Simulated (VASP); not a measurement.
# Y2Si3O (P-6m2) in VASP: further runs

Runs on Y2Si3O. Level: PBE. Tasks: relaxation of cell and atoms, single point.

Program: VASP 6.6.1. These are calculated values, not measurements. Logs are shortened: lines on timing, memory, paths and dates and some standing lists are left out, and cuts for length are marked.

### 1 The cell of the first run

The structure is hexagonal, space group P-6m2 (No. 187). The conventional cell has a = 4.093 Å, b = 4.093 Å, c = 8.317 Å, α = 90.00°, β = 90.00°, γ = 120.00°. Y (site symmetry -6m2) has 6 Si at 2.51 Å within 3.3 Å. Y (site symmetry -6m2) has 3 Si at 2.36 Å and 3 O at 2.36 Å within 3.1 Å. Within 3.1 Å of Si (site symmetry -6m2) lie 3 Y at 2.36 Å and 3 O at 2.36 Å. Si (site symmetry 3m) has 1 Si at 1.71 Å within 2.3 Å. O (site symmetry -6m2) has 3 Y at 2.36 Å and 3 Si at 2.36 Å within 3.1 Å.

The cell was built from a structure type or drawn by symmetry, and may not be a known phase.

### 2 Relaxation of cell and atoms, PBE

The input, INCAR:

```
PREC = Accurate
ENCUT = 600
EDIFF = 1E-6
ISMEAR = 0
SIGMA = 0.1
LREAL = F
LASPH = T
NELM = 80
ALGO = Normal
ISIF = 3
LWAVE = F
LCHARG = F
GGA = PE
IBRION = 2
NSW = 90
EDIFFG = -0.04
```

The input, KPOINTS:

```
regular mesh
0
Gamma
  6 6 2
```

The input, POSCAR:

```
Y2Si3O
1.0
    4.0934367100      0.0000000000      0.0000000000
   -2.0467183600      3.5450201800      0.0000000000
    0.0000000000      0.0000000000      8.3165617800
Y Si O
2 3 1
Direct
    0.0000000000      0.0000000000      0.0000000000
    0.6666666700      0.3333333300      0.5000000000
    0.3333333300      0.6666666700      0.5000000000
    0.6666666700      0.3333333300      0.8969726100
    0.6666666700      0.3333333300      0.1030273900
    0.0000000000      0.0000000000      0.5000000000
```

Potentials or basis: VASP PAW PBE potentials, release 64 (Y_sv, Si, O).

Run with:

```bash
$ cat potpaw_PBE.64/Y_sv/POTCAR potpaw_PBE.64/Si/POTCAR potpaw_PBE.64/O/POTCAR > POTCAR
$ mpirun -np 1 vasp_std > vasp.out
```

OUTCAR:

```text
PREC = Accurate
   ENCUT = 600
   EDIFF = 1E-6
   ISMEAR = 0
   LREAL = F
   LASPH = T
   NELM = 80
   ISIF = 3
   GGA = PE
   IBRION = 2
   NSW = 90
   EDIFFG = -0.04

 ion  position               nearest neighbor table
   1  0.000  0.000  0.000-   4 2.51   5 2.51   4 2.51   5 2.51   4 2.51   5 2.51
   2  0.667  0.333  0.500-   3 2.36   3 2.36   6 2.36   6 2.36   6 2.36   3 2.36   5 3.30   4 3.30

   3  0.333  0.667  0.500-   2 2.36   2 2.36   6 2.36   6 2.36   6 2.36   2 2.36
   4  0.667  0.333  0.897-   5 1.71   1 2.51   1 2.51   1 2.51   2 3.30
   5  0.667  0.333  0.103-   4 1.71   1 2.51   1 2.51   1 2.51   2 3.30
   6  0.000  0.000  0.500-   2 2.36   3 2.36   2 2.36   3 2.36   2 2.36   3 2.36

  LATTYP: Found a hexagonal cell.
 ALAT       =     4.0934367100
 C/A-ratio  =     2.0316820240

  Lattice vectors:

 A1 = (   4.0934367100,   0.0000000000,   0.0000000000)
 A2 = (  -2.0467183600,   3.5450201800,   0.0000000000)
 A3 = (   0.0000000000,   0.0000000000,   8.3165617800)

Analysis of symmetry for initial positions (statically):
=====================================================================
 Subroutine PRICEL returns:
 Original cell was already a primitive cell.

 Routine SETGRP: Setting up the symmetry group for a
 hexagonal supercell.

 Subroutine GETGRP returns: Found 12 space group operations
 (whereof 12 operations were pure point group operations)
 out of a pool of 24 trial point group operations.

The static configuration has the point symmetry D_3h.

Analysis of symmetry for dynamics (positions and initial velocities):
=====================================================================
 Subroutine PRICEL returns:
 Original cell was already a primitive cell.

 Routine SETGRP: Setting up the symmetry group for a
 hexagonal supercell.

 Subroutine GETGRP returns: Found 12 space group operations
 (whereof 12 operations were pure point group operations)
 out of a pool of 24 trial point group operations.

The dynamic configuration has the point symmetry D_3h.

 Subroutine INISYM returns: Found 12 space group operations
 (whereof 12 operations are pure point group operations),
 and found     1 'primitive' translations

----------------------------------------------------------------------------------------

                                     Primitive cell

  volume of cell :     120.6843

  direct lattice vectors                    reciprocal lattice vectors
     4.093436710  0.000000000  0.000000000     0.244293505  0.141042921  0.000000000
    -2.046718360  3.545020180  0.000000000     0.000000000  0.282085841  0.000000000
     0.000000000  0.000000000  8.316561780     0.000000000  0.000000000  0.120241997

  length of vectors
     4.093436710  4.093436713  8.316561780     0.282085842  0.282085841  0.120241997

  position of ions in fractional coordinates (direct lattice)
     0.000000000  0.000000000  0.000000000
     0.666666670  0.333333330  0.500000000
     0.333333330  0.666666670  0.500000000
     0.666666670  0.333333330  0.896972610
     0.666666670  0.333333330  0.103027390
     0.000000000  0.000000000  0.500000000

  ion indices of the primitive-cell ions
   primitive index   ion index
                 1           1
                 2           2
                 3           3
                 4           4
                 5           5
                 6           6

----------------------------------------------------------------------------------------

 KPOINTS: regular mesh

Automatic generation of k-mesh.
 Grid dimensions read from file:
 generate k-points for:    6    6    2

 Generating k-lattice:

  Cartesian coordinates                     Fractional coordinates (reciprocal lattice)
     0.040715584  0.023507154  0.000000000     0.166666667 -0.000000000  0.000000000
     0.000000000  0.047014307  0.000000000     0.000000000  0.166666667  0.000000000
     0.000000000  0.000000000  0.060120999     0.000000000  0.000000000  0.500000000

  Length of vectors
     0.047014307  0.047014307  0.060120999

  Shift w.r.t. Gamma in fractional coordinates (k-lattice)
     0.000000000  0.000000000  0.000000000

 Subroutine IBZKPT returns following result:
 ===========================================

 Found     14 irreducible k-points:

 Following reciprocal coordinates:
            Coordinates               Weight
  0.000000  0.000000  0.000000      1.000000
  0.166667  0.000000  0.000000      6.000000
  0.333333 -0.000000  0.000000      6.000000
  0.500000  0.000000  0.000000      3.000000
  0.166667  0.166667  0.000000      6.000000
  0.333333  0.166667  0.000000     12.000000
  0.333333  0.333333  0.000000      2.000000
  0.000000  0.000000  0.500000      1.000000
  0.166667  0.000000  0.500000      6.000000
  0.333333 -0.000000  0.500000      6.000000
  0.500000  0.000000  0.500000      3.000000
  0.166667  0.166667  0.500000      6.000000
  0.333333  0.166667  0.500000     12.000000
  0.333333  0.333333  0.500000      2.000000
   k-points           NKPTS =     14   k-points in BZ     NKDIM =     14   number of bands    NBANDS=     24
   number of dos      NEDOS =    301   number of ions     NIONS =      6
   total plane-waves  NPLWV =  90720
   dimension x,y,z NGX =    36 NGY =   36 NGZ =   70
   dimension x,y,z NGXF=    72 NGYF=   72 NGZF=  140
   ions per type =               2   3   1
   NGX,Y,Z   is equivalent  to a cutoff of  14.62, 14.62, 13.99 a.u.
   NGXF,Y,Z  is equivalent  to a cutoff of  29.24, 29.24, 27.99 a.u.
 SYSTEM =  unknown system
   PREC   = accura    normal or accurate (medium, high low for compatibility)
   ISTART =      0    job   : 0-new  1-cont  2-samecut
   ICHARG =      2    charge: 1-file 2-atom 10-const
   ISPIN  =      1    spin polarized calculation?
   LNONCOLLINEAR =      F non collinear calculations
   LSORBIT =      F    spin-orbit coupling
   LASPH  =      T    aspherical Exc in radial PAW
   ENCUT  =  600.0 eV  44.10 Ry    6.64 a.u.   8.18  8.18 16.61*2*pi/ulx,y,z
   NELM   =     80;   NELMIN=  2; NELMDL= -5     # of ELM steps
   EDIFF  = 0.1E-05   stopping-criterion for ELM
   LREAL  =      F    real-space projection
   EDIFFG = -.4E-01   stopping-criterion for IOM
   NSW    =     90    number of steps for IOM
   IBRION =      2    ionic relax: 0-MD 1-quasi-New 2-CG
   NFREE  =      1    steps in history (QN), initial steepest desc. (CG)
   ISIF   =      3    stress and relaxation
   ISYM   =      2    0-nonsym 1-usesym 2-fastsym
   POTIM  = 0.5000    time-step for ionic-motion
   TEBEG  =    0.0;   TEEND  =   0.0 temperature during run
   PSTRESS=    0.0 pullay stress
   NELECT =      40.0000    total number of electrons
   NUPDOWN=      -1.0000    fix difference up-down
   EMIN   =  10.00;   EMAX   =-10.00  energy-range for DOS
   EFERMI =   0.00;   METHOD = LEGACY
   ISMEAR =     0;   SIGMA  =   0.10  broadening in eV -4-tet -1-fermi 0-gaus
   EFERMI_NEDOS =   21; number of points for ismear=-14 and -15
   IALGO  =     38    algorithm
   IMIX   =      4    mixing-type and parameters
     AMIX     =   0.40;   BMIX     =  1.00
     AMIX_MAG =   1.60;   BMIX_MAG =  1.00
  volume/ion in A,a.u.               =      20.11       135.74
  Fermi-wavevector in a.u.,A,eV,Ry     =   1.132951  2.140968 17.464152  1.283579
  Thomas-Fermi vector in A             =   2.269653
   LORBIT       =      0    0 simple, 1 ext, 2 COOP (PROOUT), +10 PAW based schemes
   GGA     = PE    functional components
   LHFCALC =     F    Hartree Fock is set to
   AEXX    =    0.0000 exact exchange contribution
   IVDW    =     0    specifies the selected vdW correction
   LEPSILON=     F    determine dielectric tensor
   LRPA    =     F    only Hartree local field effects (RPA)
 conjugate gradient relaxation of ions
 non-spin polarized calculation
 Gauss-broadening in eV      SIGMA  =   0.10
  energy-cutoff  :      600.00
  volume of cell :      120.68
 maximum number of plane-waves:      4059
 NGX is ok and might be reduce to    36
   NGX = 17   NGY = 17   NGZ = 33

--------------------------------------- Ionic step        1  -------------------------------------------

 number of electron      40.0000000 magnetization

 Free energy of the ion-electron system (eV)
  ---------------------------------------------------
  ext. energy  EPLUGINS =         0.00000000
  ---------------------------------------------------
  free energy    TOTEN  =       -25.83761110 eV

  energy without entropy =      -25.81386617  energy(sigma->0) =      -25.82573863

------------------------ aborting loop because EDIFF is reached ----------------------------------------

  FORCE on cell =-STRESS in cart. coord.  units (eV):
  Direction    XX          YY          ZZ          XY          YZ          ZX
  --------------------------------------------------------------------------------------
  -------------------------------------------------------------------------------------
  Total       28.5619382     28.5619383     30.3772580     -0.0000000     -0.0000000      0.0000000
  in kB      379.1819437    379.1819438    403.2817254     -0.0000005     -0.0000000      0.0000000
  external PRESSURE =     387.2152043 kB  Pullay stress =       0.0000000 kB
[... 101 lines left out ...]
  FREE ENERGIE OF THE ION-ELECTRON SYSTEM (eV)
  ---------------------------------------------------
  free  energy   TOTEN  =       -29.0956032057 eV

  energy  without entropy=      -29.0308759934  energy(sigma->0) =      -29.06323960

 E-fermi :   3.5417     XC(G=0):  -9.2799

 val. band max:        3.5333787038   @ k =   0.1667   0.0000   0.0000
 cond. band min:       3.5658532422   @ k =   0.1667   0.1667   0.5000
 fundamental gap:      0.0324745383
 Fermi energy:         3.5417185701

 k-point     1 :       0.0000    0.0000    0.0000
  band No.  band energies     occupation
      1     -38.9681      2.00000
      2     -38.3470      2.00000
      3     -19.1930      2.00000
      4     -19.1930      2.00000
      5     -18.9554      2.00000
      6     -18.5556      2.00000
[... 367 lines left out ...]
     23       4.6111      0.00000
     24       5.4839      0.00000

[... ionic steps 4 to 14 ...]

--------------------------------------- Ionic step       15  -------------------------------------------

 number of electron      39.9999996 magnetization

------------------------ aborting loop because EDIFF is reached ----------------------------------------

  FORCE on cell =-STRESS in cart. coord.  units (eV):
  Direction    XX          YY          ZZ          XY          YZ          ZX
  --------------------------------------------------------------------------------------
  -------------------------------------------------------------------------------------
  Total        0.0472620      0.0472620     -0.0454541     -0.0000000      0.0000000     -0.0000000
  in kB        0.5065717      0.5065717     -0.4871937     -0.0000000      0.0000000     -0.0000000
  external PRESSURE =       0.1753166 kB  Pullay stress =       0.0000000 kB
[... 65 lines left out ...]
  energy  without entropy=      -33.4114966658  energy(sigma->0) =      -33.43163647

--------------------------------------- Ionic step       17  -------------------------------------------

 number of electron      39.9999997 magnetization

 Free energy of the ion-electron system (eV)
  ---------------------------------------------------
  ext. energy  EPLUGINS =         0.00000000
  ---------------------------------------------------
  free energy    TOTEN  =       -33.45195282 eV

  energy without entropy =      -33.41138677  energy(sigma->0) =      -33.43166979

 E-fermi :   3.1671     XC(G=0):  -8.9815

 val. band max:        3.1612547573   @ k =   0.3333   0.1667   0.5000
 cond. band min:       3.2811315167   @ k =   0.1667   0.0000   0.5000
 fundamental gap:      0.1198767594
 Fermi energy:         3.1671261085

 k-point     1 :       0.0000    0.0000    0.0000
  band No.  band energies     occupation
      1     -39.9184      2.00000
      2     -39.1708      2.00000
      3     -19.9586      2.00000
      4     -19.8727      2.00000
      5     -19.8727      2.00000
      6     -19.2578      2.00000
[... 400 lines left out ...]
  FREE ENERGIE OF THE ION-ELECTRON SYSTEM (eV)
  ---------------------------------------------------
  free  energy   TOTEN  =       -33.4519528155 eV

  energy  without entropy=      -33.4113867673  energy(sigma->0) =      -33.43166979

 reached required accuracy - stopping structural energy minimisation
```

It took 11 min on 1 thread of AMD EPYC 9R45 (Zen 5), shared host; peak memory 0.31 GiB.

Results:

```
Free energy                           : -33.4520 eV
Relaxed volume                        : 24.90 Å³/atom
Relaxed cell                          : a = 4.700 Å, b = 4.700 Å, c = 7.810 Å, α = 90.00°, β = 90.00°, γ = 120.00°
Space group after relaxing (to 0.1 Å) : P-6m2 (No. 187)
Energy gained by relaxing             : 1269.1 meV/atom
Ionic steps                           : 17
Pressure after relaxing               : 0.0 GPa
Largest force after relaxing          : 0.011 eV/Å
Band gap on the k mesh                : zero (bands 20 and 21 overlap by 0.58 eV)
```

Forces in eV/Å, atoms in the order of the input:
```
Y    0.000  0.000  0.000
Y    0.000  0.000  0.000
Si   0.000  0.000  0.000
Si   0.000  0.000 -0.011
Si   0.000  0.000  0.011
O    0.000  0.000  0.000
```

The path:
| step | energy change (eV) | largest force (eV/Å) | pressure (GPa) | volume (Å³) |
| --- | --- | --- | --- | --- |
| 1 | 0.0000 | 20.3201 | 38.72 | 120.68 |
| 2 | -1.9737 | 1.1310 | -8.56 | 227.05 |
| 3 | -3.2580 | 0.8670 | -8.14 | 208.10 |
| 4 | -4.0742 | 0.7448 | -7.31 | 194.78 |
| 5 | -6.0115 | 1.3507 | 0.00 | 154.79 |
| 6 | -5.9197 | 0.1241 | 9.31 | 137.03 |
| 7 | -6.1180 | 1.1827 | 2.55 | 148.42 |
| 8 | -6.1294 | 1.0807 | 3.62 | 146.19 |
| 9 | -7.1556 | 1.4788 | -2.54 | 158.46 |
| 10 | -7.2635 | 1.4433 | -4.10 | 162.93 |
| 11 | -7.5671 | 0.9166 | -0.46 | 152.00 |
| 12 | -7.5888 | 0.2095 | -1.39 | 154.02 |
| 13 | -7.6136 | 0.0097 | -0.15 | 149.95 |
| 14 | -7.6136 | 0.0139 | -0.12 | 149.87 |
| 15 | -7.6142 | 0.0507 | 0.02 | 149.48 |
| 16 | -7.6142 | 0.0548 | 0.03 | 149.45 |
| 17 | -7.6143 | 0.0106 | 0.00 | 149.43 |

Final structure:
```
CELL_PARAMETERS angstrom
4.70029 0.00000 0.00000
-2.35015 4.07057 0.00000
0.00000 0.00000 7.81004
ATOMIC_POSITIONS crystal
Y 0.00000 0.00000 0.00000
Y 0.66667 0.33333 0.50000
Si 0.33333 0.66667 0.50000
Si 0.66667 0.33333 0.85827
Si 0.66667 0.33333 0.14173
O 0.00000 0.00000 0.50000
```

Levels at points of the mesh, in eV from the Fermi level:
```
           k point  band 18  band 19  band 20  band 21  band 22  band 23
(0.00, 0.00, 0.00)    -2.04     0.22     0.22     0.53     0.53     0.94
(0.50, 0.00, 0.00)    -1.29    -0.96    -0.51     0.24     0.30     1.32
(0.00, 0.00, 0.50)    -1.04     0.26     0.26     0.79     0.79     1.35
(0.50, 0.00, 0.50)    -1.27    -0.38    -0.25    -0.02     0.43     0.54
```

Caveat: the k points lie up to 0.40 Å⁻¹ apart in the final cell, too coarse for converged energies and pressures of a metal; the volume moved by over 15 % at a fixed basis, so the end points are rough.

[end of part 1 of 4]
